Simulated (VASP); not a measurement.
# CdSe (Cadmoselite) (P6_3mc) in VASP: a series of runs

Aim: see how the results for CdSe (Cadmoselite) move with the level of theory and the settings. Levels: PBEsol, BLYP, HF, PBE-based global hybrid. Tasks: single point, relaxation of cell and atoms.

Program: VASP 6.6.1. These are calculated values, not measurements. Logs are shortened: lines on timing, memory, paths and dates and some standing lists are left out, and cuts for length are marked.

## Step 1: The cell of the first run

It takes space group P6_3mc (No. 186, hexagonal). The conventional cell has a = 4.357 Å, b = 4.357 Å, c = 7.112 Å, α = 90.00°, β = 90.00°, γ = 120.00°. Cd (site symmetry 3m) has 4 Se at 2.64 to 2.74 Å within 3.5 Å. Within 3.5 Å of Se (site symmetry 3m) lie 4 Cd at 2.64 to 2.74 Å.

## Step 2: Single point, PBEsol (volume scaled by 1.04)

The input, INCAR:

```
ALGO = Normal
EDIFF = 1E-6
ENCUT = 520
GGA = PS
ISIF = 2
ISMEAR = -1
LASPH = True
LCHARG = False
LREAL = False
LWAVE = False
NBANDS = 26
NELM = 60
PREC = Accurate
SIGMA = 0.05
```

The input, KPOINTS:

```
k-points
0
Gamma
  7 7 4
```

The input, POSCAR:

```
CdSe
1.0
    4.3565854364      0.0000000000      0.0000000000
   -2.1782927182      3.7729136617      0.0000000000
    0.0000000000      0.0000000000      7.1123790148
Cd Se
2 2
Direct
    0.6666666667      0.3333333333      0.5000000000
    0.3333333333      0.6666666667      0.0000000000
    0.6666666667      0.3333333333      0.8850000000
    0.3333333333      0.6666666667      0.3850000000
```

Potentials or basis: VASP PAW PBE potentials, release 64 (Cd, Se).

On the command line:

```console
cat potpaw_PBE.64/Cd/POTCAR potpaw_PBE.64/Se/POTCAR > POTCAR
mpirun -np 1 vasp_std > vasp.out
```

OUTCAR:

```text
EDIFF = 1E-6
   ENCUT = 520
   GGA = PS
   ISIF = 2
   ISMEAR = -1
   LASPH = True
   LREAL = False
   NELM = 60
   PREC = Accurate

 ion  position               nearest neighbor table
   1  0.667  0.333  0.500-   4 2.64   4 2.64   4 2.64   3 2.74
   2  0.333  0.667  0.000-   3 2.64   3 2.64   3 2.64   4 2.74
   3  0.667  0.333  0.885-   2 2.64   2 2.64   2 2.64   1 2.74
   4  0.333  0.667  0.385-   1 2.64   1 2.64   1 2.64   2 2.74

  LATTYP: Found a hexagonal cell.
 ALAT       =     4.3565854364
 C/A-ratio  =     1.6325581395

  Lattice vectors:

 A1 = (   4.3565854364,   0.0000000000,   0.0000000000)
 A2 = (  -2.1782927182,   3.7729136617,   0.0000000000)
 A3 = (   0.0000000000,   0.0000000000,   7.1123790148)

Analysis of symmetry for initial positions (statically):
=====================================================================
 Subroutine PRICEL returns:
 Original cell was already a primitive cell.

 Routine SETGRP: Setting up the symmetry group for a
 hexagonal supercell.

 Subroutine GETGRP returns: Found 12 space group operations
 (whereof  6 operations were pure point group operations)
 out of a pool of 24 trial point group operations.

The static configuration has the point symmetry C_3v.
 The point group associated with its full space group is C_6v.

Analysis of symmetry for dynamics (positions and initial velocities):
=====================================================================
 Subroutine PRICEL returns:
 Original cell was already a primitive cell.

 Routine SETGRP: Setting up the symmetry group for a
 hexagonal supercell.

 Subroutine GETGRP returns: Found 12 space group operations
 (whereof  6 operations were pure point group operations)
 out of a pool of 24 trial point group operations.

The dynamic configuration has the point symmetry C_3v.
 The point group associated with its full space group is C_6v.

 Subroutine INISYM returns: Found 12 space group operations
 (whereof  6 operations are pure point group operations),
 and found     1 'primitive' translations

----------------------------------------------------------------------------------------

                                     Primitive cell

  volume of cell :     116.9063

  direct lattice vectors                    reciprocal lattice vectors
     4.356585436  0.000000000  0.000000000     0.229537562  0.132523573  0.000000000
    -2.178292718  3.772913662  0.000000000     0.000000000  0.265047146  0.000000000
     0.000000000  0.000000000  7.112379015     0.000000000  0.000000000  0.140599931

  length of vectors
     4.356585436  4.356585436  7.112379015     0.265047146  0.265047146  0.140599931

  position of ions in fractional coordinates (direct lattice)
     0.666666667  0.333333333  0.500000000
     0.333333333  0.666666667  0.000000000
     0.666666667  0.333333333  0.885000000
     0.333333333  0.666666667  0.385000000

  ion indices of the primitive-cell ions
   primitive index   ion index
                 1           1
                 2           2
                 3           3
                 4           4

----------------------------------------------------------------------------------------

 KPOINTS: k-points

Automatic generation of k-mesh.
 Grid dimensions read from file:
 generate k-points for:    7    7    4

 Generating k-lattice:

  Cartesian coordinates                     Fractional coordinates (reciprocal lattice)
     0.032791080  0.018931939  0.000000000     0.142857143  0.000000000  0.000000000
     0.000000000  0.037863878  0.000000000     0.000000000  0.142857143  0.000000000
     0.000000000  0.000000000  0.035149983     0.000000000  0.000000000  0.250000000

  Length of vectors
     0.037863878  0.037863878  0.035149983

  Shift w.r.t. Gamma in fractional coordinates (k-lattice)
     0.000000000  0.000000000  0.000000000

 Subroutine IBZKPT returns following result:
 ===========================================

 Found     24 irreducible k-points:

 Following reciprocal coordinates:
            Coordinates               Weight
  0.000000  0.000000  0.000000      1.000000
  0.142857  0.000000  0.000000      6.000000
  0.285714  0.000000  0.000000      6.000000
  0.428571  0.000000  0.000000      6.000000
  0.142857  0.142857  0.000000      6.000000
  0.285714  0.142857  0.000000     12.000000
[... 16 lines left out ...]
  0.428571  0.142857  0.500000      6.000000
  0.285714  0.285714  0.500000      6.000000
   k-points           NKPTS =     24   k-points in BZ     NKDIM =     24   number of bands    NBANDS=     26
   number of dos      NEDOS =    301   number of ions     NIONS =      4
   total plane-waves  NPLWV =  55296
   dimension x,y,z NGX =    32 NGY =   32 NGZ =   54
   dimension x,y,z NGXF=    64 NGYF=   64 NGZF=  108
   ions per type =               2   2
   NGX,Y,Z   is equivalent  to a cutoff of  12.21, 12.21, 12.62 a.u.
   NGXF,Y,Z  is equivalent  to a cutoff of  24.42, 24.42, 25.24 a.u.
 SYSTEM =  unknown system
   PREC   = accura    normal or accurate (medium, high low for compatibility)
   ISTART =      0    job   : 0-new  1-cont  2-samecut
   ICHARG =      2    charge: 1-file 2-atom 10-const
   ISPIN  =      1    spin polarized calculation?
   LNONCOLLINEAR =      F non collinear calculations
   LSORBIT =      F    spin-orbit coupling
   LASPH  =      T    aspherical Exc in radial PAW
   ENCUT  =  520.0 eV  38.22 Ry    6.18 a.u.   8.10  8.10 13.22*2*pi/ulx,y,z
   NELM   =     60;   NELMIN=  2; NELMDL= -5     # of ELM steps
   EDIFF  = 0.1E-05   stopping-criterion for ELM
   LREAL  =      F    real-space projection
   EDIFFG = 0.1E-04   stopping-criterion for IOM
   NSW    =      0    number of steps for IOM
   IBRION =     -1    ionic relax: 0-MD 1-quasi-New 2-CG
   NFREE  =      0    steps in history (QN), initial steepest desc. (CG)
   ISIF   =      2    stress and relaxation
   ISYM   =      2    0-nonsym 1-usesym 2-fastsym
   POTIM  = 0.5000    time-step for ionic-motion
   TEBEG  =    0.0;   TEEND  =   0.0 temperature during run
   PSTRESS=    0.0 pullay stress
   NELECT =      36.0000    total number of electrons
   NUPDOWN=      -1.0000    fix difference up-down
   EMIN   =  10.00;   EMAX   =-10.00  energy-range for DOS
   EFERMI =   0.00;   METHOD = LEGACY
   ISMEAR =    -1;   SIGMA  =   0.05  broadening in eV -4-tet -1-fermi 0-gaus
   EFERMI_NEDOS =   21; number of points for ismear=-14 and -15
   IALGO  =     38    algorithm
   IMIX   =      4    mixing-type and parameters
     AMIX     =   0.40;   BMIX     =  1.00
     AMIX_MAG =   1.60;   BMIX_MAG =  1.00
  volume/ion in A,a.u.               =      29.23       197.23
  Fermi-wavevector in a.u.,A,eV,Ry     =   1.105511  2.089113 16.628417  1.222154
  Thomas-Fermi vector in A             =   2.241999
   LORBIT       =      0    0 simple, 1 ext, 2 COOP (PROOUT), +10 PAW based schemes
   GGA     = PS    functional components
   LHFCALC =     F    Hartree Fock is set to
   AEXX    =    0.0000 exact exchange contribution
   IVDW    =     0    specifies the selected vdW correction
   LEPSILON=     F    determine dielectric tensor
   LRPA    =     F    only Hartree local field effects (RPA)
 non-spin polarized calculation
  energy-cutoff  :      520.00
  volume of cell :      116.91
 maximum number of plane-waves:      3176
   NGX = 17   NGY = 17   NGZ = 27

 number of electron      36.0000004 magnetization

 Free energy of the ion-electron system (eV)
  ---------------------------------------------------
  ext. energy  EPLUGINS =         0.00000000
  ---------------------------------------------------
  free energy    TOTEN  =       -12.31669702 eV

  energy without entropy =      -12.31660614  energy(sigma->0) =      -12.31665158

 E-fermi :   0.7877     XC(G=0):  -8.9153

 val. band max:        0.5009214626   @ k =   0.0000   0.0000   0.0000
 cond. band min:       1.0007750110   @ k =   0.0000   0.0000   0.0000
 fundamental gap:      0.4998535484
 Fermi energy:         0.7876847347

 k-point     1 :       0.0000    0.0000    0.0000
  band No.  band energies     occupation
      1     -11.9058      2.00000
      2     -11.5657      2.00000
      3      -7.2831      2.00000
      4      -7.2831      2.00000
      5      -7.2328      2.00000
      6      -7.2328      2.00000
[... 18 lines left out ...]
     25       7.3788      0.00000
     26       7.9517      0.00000

 k-point     2 :       0.1429    0.0000    0.0000
  band No.  band energies     occupation
      1     -11.8471      2.00000
      2     -11.5373      2.00000
      3      -7.2593      2.00000
      4      -7.2480      2.00000
      5      -7.2056      2.00000
      6      -7.2029      2.00000
[... 18 lines left out ...]
     25       7.6233      0.00000
     26       7.8442      0.00000

 k-point     3 :       0.2857    0.0000    0.0000
  band No.  band energies     occupation
      1     -11.7072      2.00000
      2     -11.4797      2.00000
      3      -7.2117      2.00000
      4      -7.1977      2.00000
      5      -7.1352      2.00000
      6      -7.1118      2.00000
[... 18 lines left out ...]
     25       7.9750      0.00000
     26       8.3449      0.00000

 k-point     4 :       0.4286    0.0000    0.0000
  band No.  band energies     occupation
      1     -11.5781      2.00000
      2     -11.4484      2.00000
      3      -7.1827      2.00000
      4      -7.1784      2.00000
      5      -7.0826      2.00000
      6      -7.0390      2.00000
[... 18 lines left out ...]
     25       8.2378      0.00000
     26       9.4078      0.00000
[... 496 lines left out ...]
      1     -11.5261      2.00000
      2     -11.5261      2.00000
      3      -7.1526      2.00000
      4      -7.1526      2.00000
      5      -7.1298      2.00000
      6      -7.1298      2.00000
[... 18 lines left out ...]
     25       8.1099      0.00000
     26       8.1099      0.00000

 k-point    23 :       0.4286    0.1429    0.5000
  band No.  band energies     occupation
      1     -11.4854      2.00000
      2     -11.4854      2.00000
      3      -7.1337      2.00000
      4      -7.1337      2.00000
      5      -7.1238      2.00000
      6      -7.1238      2.00000
[... 18 lines left out ...]
     25       8.6746      0.00000
     26       8.6746      0.00000

 k-point    24 :       0.2857    0.2857    0.5000
  band No.  band energies     occupation
      1     -11.4761      2.00000
      2     -11.4761      2.00000
      3      -7.1287      2.00000
      4      -7.1287      2.00000
      5      -7.1112      2.00000
      6      -7.1112      2.00000
[... 18 lines left out ...]
     25       8.4047      0.00000
     26       8.4047      0.00000

------------------------ aborting loop because EDIFF is reached ----------------------------------------

  FORCE on cell =-STRESS in cart. coord.  units (eV):
  Direction    XX          YY          ZZ          XY          YZ          ZX
  --------------------------------------------------------------------------------------
  -------------------------------------------------------------------------------------
  Total       -0.6956350     -0.6956350     -1.7486903      0.0000000      0.0000000      0.0000000
  in kB       -9.5335359     -9.5335359    -23.9654443      0.0000000      0.0000000      0.0000000
  external PRESSURE =     -14.3441720 kB  Pullay stress =       0.0000000 kB

 VOLUME and BASIS-vectors are now :
 -----------------------------------------------------------------------------
  energy-cutoff  :      520.00
  volume of cell :      116.91
      direct lattice vectors                 reciprocal lattice vectors
     4.356585436  0.000000000  0.000000000     0.229537562  0.132523573  0.000000000
    -2.178292718  3.772913662  0.000000000     0.000000000  0.265047146  0.000000000
     0.000000000  0.000000000  7.112379015     0.000000000  0.000000000  0.140599931

 POSITION                                       TOTAL-FORCE (eV/Angst)
 -----------------------------------------------------------------------------------
      2.17829      1.25764      3.55619         0.000000     -0.000000      0.235586
     -0.00000      2.51528      0.00000        -0.000000      0.000000      0.235586
      2.17829      1.25764      6.29446        -0.000000      0.000000     -0.235586
     -0.00000      2.51528      2.73827         0.000000     -0.000000     -0.235586
 -----------------------------------------------------------------------------------
    total drift:                               -0.000000     -0.000000     -0.000381

  FREE ENERGIE OF THE ION-ELECTRON SYSTEM (eV)
  ---------------------------------------------------
  free  energy   TOTEN  =       -12.3166970242 eV

  energy  without entropy=      -12.3166061363  energy(sigma->0) =      -12.31665158
```

Wall time 65 s (1 thread of Intel Xeon Platinum 8259CL at 2.50GHz (Skylake/Cascade Lake), shared host); peak memory 0.25 GiB.

Results:

* Free energy: -12.3167 eV
* Pressure: -1.4 GPa
* Largest force: 0.236 eV/Å
* Band gap on the k mesh: 0.50 eV, direct

Forces in eV/Å, atoms in the order of the input:
```
Cd   0.000  0.000  0.236
Cd   0.000  0.000  0.236
Se   0.000  0.000 -0.236
Se   0.000  0.000 -0.236
```

Stress tensor (GPa, compression positive):
```
-0.95  0.00  0.00
 0.00 -0.95  0.00
 0.00  0.00 -2.40
```

Caveat: the PAW data sets were made with another functional, which shifts forces and pressure a little.

[end of part 1 of 3]
